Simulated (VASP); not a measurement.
# Rh (P6_3/mmc) in VASP: a series of runs, part 2 of 2

VASP 6.6.1.

## Step 4: Single point, PBEsol (strain -0.080 along x and y, +0.040 along z)

Contents of INCAR:

```
ALGO = Fast ; EDIFF = 1E-6
ENCUT = 520 ; GGA = PS
ISIF = 2 ; ISMEAR = 0
LASPH = True ; LCHARG = True
LELF = True ; LREAL = False
LVHAR = True ; LWAVE = False
NBANDS = 22 ; NELM = 60
PREC = Accurate ; SIGMA = 0.15
```

Contents of KPOINTS:

```
k-points
0
Gamma
  24 24 14
```

Contents of POSCAR:

```
Rh
1.0
    2.4736371980      0.0000000000      0.0000000000
   -1.2368185990      2.1422326532      0.0000000000
    0.0000000000      0.0000000000      4.5021810534
Rh
2
Direct
    0.6666666667      0.3333333333      0.7500000000
    0.3333333333      0.6666666667      0.2500000000
```

Command:

```bash
$ cat potpaw_PBE.64/Rh_pv/POTCAR > POTCAR
$ mpirun -np 1 vasp_std > vasp.out
```

Wall time 3.5 min (1 thread of Intel Xeon Platinum 8375C at 2.90GHz (Ice Lake), shared host); peak memory 0.29 GiB.

Results (log left out):

| Quantity | Value |
| --- | --- |
| Free energy | -15.3988 eV |
| Pressure | 57.8 GPa |
| Band gap on the k mesh | zero (bands 15 and 16 overlap by 3.36 eV) |

Stress tensor (GPa, compression positive):
```
78.73  0.00  0.00
 0.00 78.73  0.00
 0.00  0.00 15.80
```

Levels at points of the mesh, in eV from the Fermi level:
```tsv
k point	band 13	band 14	band 15	band 16	band 17	band 18
(0.00, 0.00, 0.00)	-3.30	-1.28	-1.28	-0.62	0.41	0.41
(0.50, 0.00, 0.00)	-2.08	0.51	1.41	1.60	3.91	6.35
(0.00, 0.00, 0.50)	-3.66	-3.66	-0.24	-0.24	-0.24	-0.24
(0.50, 0.00, 0.50)	-0.34	-0.34	1.52	1.52	3.15	3.15
```

Caveat: the cell differs from its parent crystal (strain -0.080 along x and y, +0.040 along z); the cell stands under pressure; the PAW data sets were made with another functional, which shifts forces and pressure a little.

## Step 5: Single point, PBEsol (strain -0.040 along x and y, -0.040 along z)

Contents of INCAR:

```
PREC = Accurate ; ENCUT = 520
EDIFF = 1E-6 ; ISMEAR = 0
SIGMA = 0.15 ; LREAL = False
LASPH = True ; NELM = 100
ALGO = Fast ; ISIF = 2
LWAVE = False ; LCHARG = False
GGA = PS ; NBANDS = 22
```

Contents of KPOINTS:

```
Automatic mesh
0
Gamma
  24 24 14
```

Contents of POSCAR:

```
Rh
1.0
    2.5811866414      0.0000000000      0.0000000000
   -1.2905933207      2.2353732034      0.0000000000
    0.0000000000      0.0000000000      4.1558594340
Rh
2
Direct
    0.6666666667      0.3333333333      0.7500000000
    0.3333333333      0.6666666667      0.2500000000
```

Potentials or basis: VASP PAW PBE potentials, release 64 (Rh_pv).

Command:

```bash
$ cat potpaw_PBE.64/Rh_pv/POTCAR > POTCAR
$ mpirun -np 1 vasp_std > vasp.out
```

OUTCAR:

```text
PREC = Accurate
   ENCUT = 520
   EDIFF = 1E-6
   ISMEAR = 0
   LREAL = False
   LASPH = True
   NELM = 100
   ISIF = 2
   GGA = PS

 ion  position               nearest neighbor table
   1  0.667  0.333  0.750-   2 2.56   2 2.56   2 2.56   2 2.56   2 2.56   2 2.56
   2  0.333  0.667  0.250-   1 2.56   1 2.56   1 2.56   1 2.56   1 2.56   1 2.56

  LATTYP: Found a hexagonal cell.
 ALAT       =     2.5811866414
 C/A-ratio  =     1.6100577027

  Lattice vectors:

[... 790 lines left out ...]

------------------------ aborting loop because EDIFF is reached ----------------------------------------

  FORCE on cell =-STRESS in cart. coord.  units (eV):
  Direction    XX          YY          ZZ          XY          YZ          ZX
  --------------------------------------------------------------------------------------
  -------------------------------------------------------------------------------------
  Total        7.1902961      7.1902961      7.5876124     -0.0000000     -0.0000000      0.0000000
  in kB      480.4266122    480.4266122    506.9736870     -0.0000000     -0.0000000      0.0000000
  external PRESSURE =     489.2756371 kB  Pullay stress =       0.0000000 kB

 VOLUME and BASIS-vectors are now :
 -----------------------------------------------------------------------------
  energy-cutoff  :      520.00
  volume of cell :       23.98
      direct lattice vectors                 reciprocal lattice vectors
     2.581186641  0.000000000  0.000000000     0.387418710  0.223676297  0.000000000
    -1.290593321  2.235373203  0.000000000     0.000000000  0.447352594  0.000000000
     0.000000000  0.000000000  4.155859434     0.000000000  0.000000000  0.240624115

 POSITION                                       TOTAL-FORCE (eV/Angst)
 -----------------------------------------------------------------------------------
      1.29059      0.74512      3.11689         0.000000     -0.000000      0.000000
     -0.00000      1.49025      1.03896        -0.000000      0.000000      0.000000
 -----------------------------------------------------------------------------------
    total drift:                               -0.000000      0.000000     -0.000000

  FREE ENERGIE OF THE ION-ELECTRON SYSTEM (eV)
  ---------------------------------------------------
  free  energy   TOTEN  =       -15.7877678592 eV

  energy  without entropy=      -15.7589679959  energy(sigma->0) =      -15.77336793
```

OSZICAR:

```text
N       E                     dE             d eps       ncg     rms          rms(c)
DAV:   1     0.329212813032E+03    0.32921E+03   -0.18908E+04 21550   0.163E+03
DAV:   2    -0.943869149274E+01   -0.33865E+03   -0.32625E+03 22296   0.485E+02
DAV:   3    -0.168678787813E+02   -0.74292E+01   -0.73950E+01 25402   0.808E+01
DAV:   4    -0.169149074831E+02   -0.47029E-01   -0.47024E-01 23784   0.645E+00
DAV:   5    -0.169156202295E+02   -0.71275E-03   -0.71274E-03 25414   0.815E-01    0.225E+01
RMM:   6    -0.158669421170E+02    0.10487E+01   -0.19676E+00 22203   0.122E+01    0.874E+00
RMM:   7    -0.157972810641E+02    0.69661E-01   -0.18338E-01 22843   0.361E+00    0.272E+00
RMM:   8    -0.157889390298E+02    0.83420E-02   -0.35138E-02 23934   0.187E+00    0.639E-01
RMM:   9    -0.157877168839E+02    0.12221E-02   -0.30836E-03 25804   0.565E-01    0.184E-02
RMM:  10    -0.157877657268E+02   -0.48843E-04   -0.44446E-04 26272   0.225E-01    0.190E-02
RMM:  11    -0.157877673720E+02   -0.16453E-05   -0.40718E-05 29262   0.588E-02    0.545E-03
RMM:  12    -0.157877678592E+02   -0.48716E-06   -0.86287E-06 24004   0.287E-02
   1 F= -.15787768E+02 E0= -.15773368E+02  d E =-.287999E-01
```

stdout:

```text
POSCAR found type information on POSCAR Rh
 POSCAR found :  1 types and       2 ions
 scaLAPACK will be used
 -----------------------------------------------------------------------------
|                                                                             |
|                                                                             |
|     You enforced a specific xc type in the INCAR file but a different       |
|     I HOPE YOU KNOW WHAT YOU ARE DOING!                                     |
|                                                                             |
 -----------------------------------------------------------------------------

 LDA part: xc-table for (Slater+PW92), standard interpolation
 POSCAR, INCAR and KPOINTS ok, starting setup
 FFT: planning ... GRIDC
 FFT: planning ... GRID_SOFT
 FFT: planning ... GRID
 WAVECAR not read
 entering main loop
```

Run time: 3.1 min. Hardware: 1 thread of Intel Xeon Platinum 8375C at 2.90GHz (Ice Lake), shared host; peak memory 0.29 GiB.

What came out:

```
Free energy            : -15.7878 eV
Pressure               : 48.9 GPa
Band gap on the k mesh : zero (bands 15 and 16 overlap by 3.06 eV)
```

Stress tensor (GPa, compression positive):
```
48.04  0.00  0.00
 0.00 48.04  0.00
 0.00  0.00 50.70
```

Caveat: the cell differs from its parent crystal (strain -0.040 along x and y, -0.040 along z); the cell stands under pressure; the PAW data sets were made with another functional, which shifts forces and pressure a little.

## Step 6: Single point, PBEsol (strain -0.080 along x and y, +0.080 along z)

Contents of INCAR:

```
PREC = Accurate ; ENCUT = 520
EDIFF = 1E-7 ; ISMEAR = 0
SIGMA = 0.15 ; LREAL = False
LASPH = True ; NELM = 60
ALGO = Fast ; ISIF = 2
LWAVE = False ; LCHARG = False
GGA = PS ; NBANDS = 22
```

KPOINTS is that of step 5.

Contents of POSCAR:

```
Rh
1.0
    2.4736371980      0.0000000000      0.0000000000
   -1.2368185990      2.1422326532      0.0000000000
    0.0000000000      0.0000000000      4.6753418632
Rh
2
Direct
    0.6666666667      0.3333333333      0.7500000000
    0.3333333333      0.6666666667      0.2500000000
```

Potentials or basis: VASP PAW PBE potentials, release 64 (Rh_pv).

Command:

```bash
$ cat potpaw_PBE.64/Rh_pv/POTCAR > POTCAR
$ mpirun -np 1 vasp_std > vasp.out
```

Wall time 3.5 min (1 thread of Intel Xeon Platinum 8375C at 2.90GHz (Ice Lake), shared host); peak memory 0.3 GiB.

The run converged. Its results:

* Free energy: -15.4236 eV
* Pressure: 43.4 GPa
* Band gap on the k mesh: zero (bands 15 and 16 overlap by 3.28 eV)

Stress tensor (GPa, compression positive):
```
68.25  0.00  0.00
 0.00 68.25  0.00
 0.00  0.00 -6.21
```

Levels at points of the mesh, in eV from the Fermi level:
```csv
k point,band 12,band 13,band 14,band 15,band 16,band 17,band 18,band 19
"(0.00, 0.00, 0.00)",-3.19,-3.19,-0.89,-0.89,-0.85,0.47,0.47,7.41
"(0.50, 0.00, 0.00)",-2.56,-1.79,0.39,1.57,1.71,3.83,6.19,10.24
"(0.00, 0.00, 0.50)",-3.44,-3.44,-3.44,-0.09,-0.09,-0.09,-0.09,13.08
"(0.50, 0.00, 0.50)",-1.26,-0.30,-0.30,1.65,1.65,3.12,3.12,11.04
```

Caveat: the cell differs from its parent crystal (strain -0.080 along x and y, +0.080 along z); the cell stands under pressure; the PAW data sets were made with another functional, which shifts forces and pressure a little.

## Step 7: Overview

```csv
cell,further INCAR settings,gap on the mesh (eV),pressure (GPa)
"a = 2.474, b = 2.474, c = 4.329 Å, angles 90.0, 90.0, 120.0°, 2 atoms",ALGO = Fast; EDIFF = 1e-06; NBANDS = 22,none,77.3
"a = 2.581, b = 2.581, c = 3.983 Å, angles 90.0, 90.0, 120.0°, 2 atoms",ALGO = Fast; EDIFF = 1e-06; NBANDS = 22,none,75.1
"a = 2.474, b = 2.474, c = 4.502 Å, angles 90.0, 90.0, 120.0°, 2 atoms",ALGO = Fast; EDIFF = 1e-06; NBANDS = 22,none,57.8
"a = 2.581, b = 2.581, c = 4.156 Å, angles 90.0, 90.0, 120.0°, 2 atoms",ALGO = Fast; EDIFF = 1e-06; NBANDS = 22,none,48.9
"a = 2.474, b = 2.474, c = 4.675 Å, angles 90.0, 90.0, 120.0°, 2 atoms",ALGO = Fast; EDIFF = 1e-07; NBANDS = 22,none,43.4
```

Alike in all rows: task single point; level PBEsol; potentials or basis VASP PAW PBE potentials, release 64 (Rh_pv); no spin polarisation; k mesh 24 × 24 × 14; cutoff (eV) 520; smearing gaussian 0.15 eV.

Caveats: the cell stands under pressure; the PAW data sets were made with another functional, which shifts forces and pressure a little.

Total energies depend on the potentials used, so only differences within one code and one set of settings carry meaning.
